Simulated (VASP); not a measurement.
# Ni (Fm-3m) in VASP: a series of runs

Ni is run at these levels: revPBE; tasks: single point.

All numbers are computed with VASP 6.6.1; they aren't measurements. Logs are shortened: lines on timing, memory, paths and dates and some standing lists are left out, and cuts for length are marked.

**1. The cell of the first run**

The structure is cubic, space group Fm-3m (No. 225). The conventional cell has a = 3.396 Å, b = 3.396 Å, c = 3.396 Å, α = 90.00°, β = 90.00°, γ = 90.00°. Within 3.2 Å of Ni (site symmetry m-3m) lie 12 Ni at 2.40 Å.

**2. Single point, revPBE, collinear spin, ferromagnetic start (volume scaled by 0.88)**

Input file INCAR:

```
PREC     = Accurate       # precision mode
ENCUT    = 520            # plane-wave cutoff, eV
EDIFF    = 1E-6           # SCF threshold, eV
ISMEAR   = -1             # smearing method
SIGMA    = 0.05           # smearing width, eV
LREAL    = False          # projectors in reciprocal space
LASPH    = True           # aspherical terms in the spheres
NELM     = 150            # most SCF steps
ALGO     = Normal         # electronic algorithm
ISIF     = 2              # what is computed and relaxed
LWAVE    = False          # write WAVECAR
LCHARG   = False          # write CHGCAR
ISPIN    = 2              # spin polarisation
MAGMOM   = 0.685          # initial moments
LORBIT   = 11             # projections on sites
LMAXMIX  = 4              # l up to which the mixer works
GGA      = RE             # functional
NBANDS   = 15             # bands
```

Input file KPOINTS:

```
regular mesh
0
Gamma
  25 25 25
```

Input file POSCAR:

```
Ni
1.0
    0.0000000000      1.6979195658      1.6979195658
    1.6979195658      0.0000000000      1.6979195658
    1.6979195658      1.6979195658      0.0000000000
Ni
1
Direct
    0.0000000000      0.0000000000      0.0000000000
```

Potentials or basis: VASP PAW PBE potentials, release 64 (Ni).

Started as:

```sh
$ cat potpaw_PBE.64/Ni/POTCAR > POTCAR
$ mpirun -np 1 vasp_std > vasp.out
```

OUTCAR:

```text
PREC = Accurate
   ENCUT = 520
   EDIFF = 1E-6
   ISMEAR = -1
   LREAL = False
   LASPH = True
   NELM = 150
   ISIF = 2
   ISPIN = 2
   LORBIT = 11
   GGA = RE

 ion  position               nearest neighbor table
   1  0.000  0.000  0.000-

  LATTYP: Found a face centered cubic cell.
 ALAT       =     3.3958391316

  Lattice vectors:

 A1 = (   0.0000000000,   1.6979195658,   1.6979195658)
 A2 = (   1.6979195658,   0.0000000000,   1.6979195658)
 A3 = (   1.6979195658,   1.6979195658,   0.0000000000)

Analysis of symmetry for initial positions (statically):
=====================================================================
 Subroutine PRICEL returns:
 Original cell was already a primitive cell.

 Routine SETGRP: Setting up the symmetry group for a
 face centered cubic supercell.

 Subroutine GETGRP returns: Found 48 space group operations
 (whereof 48 operations were pure point group operations)
 out of a pool of 48 trial point group operations.

The static configuration has the point symmetry O_h .

Analysis of symmetry for dynamics (positions and initial velocities):
=====================================================================
 Subroutine PRICEL returns:
 Original cell was already a primitive cell.

 Routine SETGRP: Setting up the symmetry group for a
 face centered cubic supercell.

 Subroutine GETGRP returns: Found 48 space group operations
 (whereof 48 operations were pure point group operations)
 out of a pool of 48 trial point group operations.

The dynamic configuration has the point symmetry O_h .

Analysis of structural, dynamic, and magnetic symmetry:
=====================================================================
 Subroutine PRICEL returns:
 Original cell was already a primitive cell.

 Routine SETGRP: Setting up the symmetry group for a
 face centered cubic supercell.

 Subroutine GETGRP returns: Found 48 space group operations
 (whereof 48 operations were pure point group operations)
 out of a pool of 48 trial point group operations.

The overall configuration has the point symmetry O_h .

 Subroutine INISYM returns: Found 48 space group operations
 (whereof 48 operations are pure point group operations),
 and found     1 'primitive' translations

----------------------------------------------------------------------------------------

                                     Primitive cell

  volume of cell :       9.7900

  direct lattice vectors                    reciprocal lattice vectors
     0.000000000  1.697919566  1.697919566    -0.294478025  0.294478025  0.294478025
     1.697919566  0.000000000  1.697919566     0.294478025 -0.294478025  0.294478025
     1.697919566  1.697919566  0.000000000     0.294478025  0.294478025 -0.294478025

  length of vectors
     2.401220878  2.401220878  2.401220878     0.510050901  0.510050901  0.510050901

  position of ions in fractional coordinates (direct lattice)
     0.000000000  0.000000000  0.000000000

  ion indices of the primitive-cell ions
   primitive index   ion index
                 1           1

----------------------------------------------------------------------------------------

 KPOINTS: regular mesh

Automatic generation of k-mesh.
 Grid dimensions read from file:
 generate k-points for:   25   25   25

 Generating k-lattice:

  Cartesian coordinates                     Fractional coordinates (reciprocal lattice)
    -0.011779121  0.011779121  0.011779121     0.040000000  0.000000000  0.000000000
     0.011779121 -0.011779121  0.011779121     0.000000000  0.040000000  0.000000000
     0.011779121  0.011779121 -0.011779121     0.000000000  0.000000000  0.040000000

  Length of vectors
     0.020402036  0.020402036  0.020402036

  Shift w.r.t. Gamma in fractional coordinates (k-lattice)
     0.000000000  0.000000000  0.000000000

 Subroutine IBZKPT returns following result:
 ===========================================

 Found    455 irreducible k-points:

 Following reciprocal coordinates:
            Coordinates               Weight
  0.000000  0.000000  0.000000      1.000000
  0.040000  0.000000  0.000000      8.000000
  0.080000  0.000000  0.000000      8.000000
  0.120000  0.000000  0.000000      8.000000
  0.160000  0.000000  0.000000      8.000000
  0.200000  0.000000  0.000000      8.000000
[... 16 lines left out ...]
  0.400000  0.040000  0.000000     24.000000
  0.440000  0.040000  0.000000     24.000000
 [... further k-points ...]
   k-points           NKPTS =    455   k-points in BZ     NKDIM =    455   number of bands    NBANDS=     15
   number of dos      NEDOS =    301   number of ions     NIONS =      1
   total plane-waves  NPLWV =   5832
   dimension x,y,z NGX =    18 NGY =   18 NGZ =   18
   dimension x,y,z NGXF=    36 NGYF=   36 NGZF=   36
   ions per type =               1
   NGX,Y,Z   is equivalent  to a cutoff of  12.46, 12.46, 12.46 a.u.
   NGXF,Y,Z  is equivalent  to a cutoff of  24.92, 24.92, 24.92 a.u.
 SYSTEM =  unknown system
   PREC   = accura    normal or accurate (medium, high low for compatibility)
   ISTART =      0    job   : 0-new  1-cont  2-samecut
   ICHARG =      2    charge: 1-file 2-atom 10-const
   ISPIN  =      2    spin polarized calculation?
   LNONCOLLINEAR =      F non collinear calculations
   LSORBIT =      F    spin-orbit coupling
   LASPH  =      T    aspherical Exc in radial PAW
   ENCUT  =  520.0 eV  38.22 Ry    6.18 a.u.   4.46  4.46  4.46*2*pi/ulx,y,z
   NELM   =    150;   NELMIN=  2; NELMDL= -5     # of ELM steps
   EDIFF  = 0.1E-05   stopping-criterion for ELM
   LREAL  =      F    real-space projection
   EDIFFG = 0.1E-04   stopping-criterion for IOM
   NSW    =      0    number of steps for IOM
   IBRION =     -1    ionic relax: 0-MD 1-quasi-New 2-CG
   NFREE  =      0    steps in history (QN), initial steepest desc. (CG)
   ISIF   =      2    stress and relaxation
   ISYM   =      2    0-nonsym 1-usesym 2-fastsym
   POTIM  = 0.5000    time-step for ionic-motion
   TEBEG  =    0.0;   TEEND  =   0.0 temperature during run
   PSTRESS=    0.0 pullay stress
   NELECT =      10.0000    total number of electrons
   NUPDOWN=      -1.0000    fix difference up-down
   EMIN   =  10.00;   EMAX   =-10.00  energy-range for DOS
   EFERMI =   0.00;   METHOD = LEGACY
   ISMEAR =    -1;   SIGMA  =   0.05  broadening in eV -4-tet -1-fermi 0-gaus
   EFERMI_NEDOS =   21; number of points for ismear=-14 and -15
   IALGO  =     38    algorithm
   IMIX   =      4    mixing-type and parameters
     AMIX     =   0.40;   BMIX     =  1.00
     AMIX_MAG =   1.60;   BMIX_MAG =  1.00
  volume/ion in A,a.u.               =       9.79        66.07
  Fermi-wavevector in a.u.,A,eV,Ry     =   1.648723  3.115635 36.984551  2.718288
  Thomas-Fermi vector in A             =   2.737964
   LORBIT       =     11    0 simple, 1 ext, 2 COOP (PROOUT), +10 PAW based schemes
   GGA     = RE    functional components
   LHFCALC =     F    Hartree Fock is set to
   AEXX    =    0.0000 exact exchange contribution
   IVDW    =     0    specifies the selected vdW correction
   LEPSILON=     F    determine dielectric tensor
   LRPA    =     F    only Hartree local field effects (RPA)
 spin polarized calculation
  energy-cutoff  :      520.00
  volume of cell :        9.79
 maximum number of plane-waves:       278
 NGX is ok and might be reduce to    18
   NGX =  9   NGY =  9   NGZ =  9

 number of electron      10.0000000 magnetization       0.6850000

 number of electron       9.9999996 magnetization       0.6049436

 Free energy of the ion-electron system (eV)
  ---------------------------------------------------
  ext. energy  EPLUGINS =         0.00000000
  ---------------------------------------------------
  free energy    TOTEN  =        -4.95229330 eV

  energy without entropy =       -4.93988053  energy(sigma->0) =       -4.94608692

 E-fermi :  11.0627     XC(G=0): -13.8041

 val. band max:       11.0578735365   @ k =   0.3600   0.1200   0.0400
 cond. band min:      11.0642553649   @ k =   0.4400   0.0800   0.0000
 fundamental gap:      0.0063818284
 Fermi energy:        11.0626741389

 spin component 1

 k-point     1 :       0.0000    0.0000    0.0000
  band No.  band energies     occupation
      1       1.3037      1.00000
      2       8.3452      1.00000
      3       8.3452      1.00000
      4       8.3452      1.00000
      5       9.7030      1.00000
      6       9.7030      1.00000
      7      35.6504      0.00000
      8      40.3944      0.00000
      9      40.3944      0.00000
     10      40.3944      0.00000
     11      43.7577      0.00000
     12      43.7577      0.00000
     13      43.7577      0.00000
     14      46.3338      0.00000
     15      54.0630      0.00000
[... 397 lines left out ...]
 k-point    24 :       0.4400    0.0400    0.0000
  band No.  band energies     occupation
      1       5.5779      1.00000
      2       8.3511      1.00000
      3       8.4167      1.00000
      4       9.4813      1.00000
      5      10.4398      1.00000
      6      10.6974      0.99933
      7      18.8313      0.00000
      8      34.0318      0.00000
      9      36.6339      0.00000
     10      37.7402      0.00000
     11      41.0014      0.00000
     12      41.8714      0.00000
     13      47.5881      0.00000
     14      56.1229      0.00000
     15      57.7512      0.00000

 [... further k-points ...]

 spin component 2

 k-point     1 :       0.0000    0.0000    0.0000
  band No.  band energies     occupation
      1       1.2606      1.00000
      2       9.0843      1.00000
      3       9.0843      1.00000
      4       9.0843      1.00000
      5      10.2783      1.00000
      6      10.2783      1.00000
      7      35.4851      0.00000
      8      40.3510      0.00000
      9      40.3510      0.00000
     10      40.3510      0.00000
     11      43.8480      0.00000
     12      43.8480      0.00000
     13      43.8480      0.00000
     14      46.2137      0.00000
     15      54.2948      0.00000
[... 397 lines left out ...]
 k-point    24 :       0.4400    0.0400    0.0000
  band No.  band energies     occupation
      1       5.9380      1.00000
      2       8.9419      1.00000
      3       9.0254      1.00000
      4       9.7026      1.00000
      5      11.1806      0.08636
      6      11.3009      0.00846
      7      19.1678      0.00000
      8      33.9032      0.00000
      9      36.7071      0.00000
     10      37.8190      0.00000
     11      41.0201      0.00000
     12      41.9002      0.00000
     13      47.7032      0.00000
     14      56.8498      0.00000
     15      58.4408      0.00000

 [... further k-points ...]

------------------------ aborting loop because EDIFF is reached ----------------------------------------

  FORCE on cell =-STRESS in cart. coord.  units (eV):
  Direction    XX          YY          ZZ          XY          YZ          ZX
  --------------------------------------------------------------------------------------
  -------------------------------------------------------------------------------------
  Total        1.9508079      1.9508079      1.9508079      0.0000000      0.0000000      0.0000000
  in kB      319.2594386    319.2594386    319.2594386      0.0000000      0.0000000      0.0000000
  external PRESSURE =     319.2594386 kB  Pullay stress =       0.0000000 kB

 VOLUME and BASIS-vectors are now :
 -----------------------------------------------------------------------------
  energy-cutoff  :      520.00
  volume of cell :        9.79
      direct lattice vectors                 reciprocal lattice vectors
     0.000000000  1.697919566  1.697919566    -0.294478025  0.294478025  0.294478025
     1.697919566  0.000000000  1.697919566     0.294478025 -0.294478025  0.294478025
     1.697919566  1.697919566  0.000000000     0.294478025  0.294478025 -0.294478025

 POSITION                                       TOTAL-FORCE (eV/Angst)
 -----------------------------------------------------------------------------------
      0.00000      0.00000      0.00000        -0.000000      0.000000      0.000000
 -----------------------------------------------------------------------------------
    total drift:                                0.000000     -0.000000      0.000000

  FREE ENERGIE OF THE ION-ELECTRON SYSTEM (eV)
  ---------------------------------------------------
  free  energy   TOTEN  =        -4.9522933031 eV

  energy  without entropy=       -4.9398805328  energy(sigma->0) =       -4.94608692

 total charge

# of ion       s       p       d       tot
------------------------------------------
    1        0.546   0.600   8.370   9.515

 magnetization (x)

# of ion       s       p       d       tot
------------------------------------------
    1       -0.007  -0.027   0.642   0.608
```

Run time: 3.5 min. Hardware: 1 thread of AMD EPYC 7R13, shared host; peak memory 0.18 GiB.

What came out:

| Quantity | Value |
| --- | --- |
| Free energy | -4.9523 eV |
| Pressure | 31.9 GPa |
| Net moment | 0.60 μB per cell |
| Site moments | Ni +0.61 μB |
| Valence electrons inside the program's atomic spheres | Ni 9.52 |

Caveat: the PAW data sets were made with another functional, which shifts forces and pressure a little.

**3. Single point, revPBE, collinear spin, ferromagnetic start (volume scaled by 0.92)**

Input file INCAR:

```
PREC = Accurate ; ENCUT = 520
EDIFF = 1E-7 ; ISMEAR = -1
SIGMA = 0.05 ; LREAL = False
LASPH = True ; NELM = 150
ALGO = Normal ; ISIF = 2
LWAVE = False ; LCHARG = False
ISPIN = 2 ; MAGMOM = 0.685
LORBIT = 11 ; LMAXMIX = 4
GGA = RE ; NBANDS = 15
```

KPOINTS is that of step 2.

Input file POSCAR:

```
Ni
1.0
    0.0000000000      1.7232653856      1.7232653856
    1.7232653856      0.0000000000      1.7232653856
    1.7232653856      1.7232653856      0.0000000000
Ni
1
Direct
    0.0000000000      0.0000000000      0.0000000000
```

Potentials or basis: VASP PAW PBE potentials, release 64 (Ni).

Started as:

```sh
$ cat potpaw_PBE.64/Ni/POTCAR > POTCAR
$ mpirun -np 1 vasp_std > vasp.out
```

It took 3.9 min on 1 thread of AMD EPYC 7R13, shared host; peak memory 0.18 GiB.

It converged, with:

| Item | Value |
| --- | --- |
| Free energy | -5.0216 eV |
| Pressure | 18.6 GPa |
| Net moment | 0.61 μB per cell |
| Site moments | Ni +0.62 μB |
| Valence electrons inside the program's atomic spheres | Ni 9.42 |

Levels at points of the mesh, in eV from the Fermi level:
Spin up:
```
           k point  band 3  band 4  band 5  band 6  band 7  band 8
(0.00, 0.00, 0.00)   -2.60   -2.60   -1.32   -1.32   24.21   28.60
```
Spin down:
| k point | band 1 | band 2 | band 3 | band 4 | band 5 | band 6 | band 7 | band 8 | band 9 | band 10 |
| --- | --- | --- | --- | --- | --- | --- | --- | --- | --- | --- |
| (0.00, 0.00, 0.00) | -9.48 | -1.85 | -1.85 | -1.85 | -0.74 | -0.74 | 24.04 | 28.56 | 28.56 | 28.56 |

Caveat: the PAW data sets were made with another functional, which shifts forces and pressure a little.
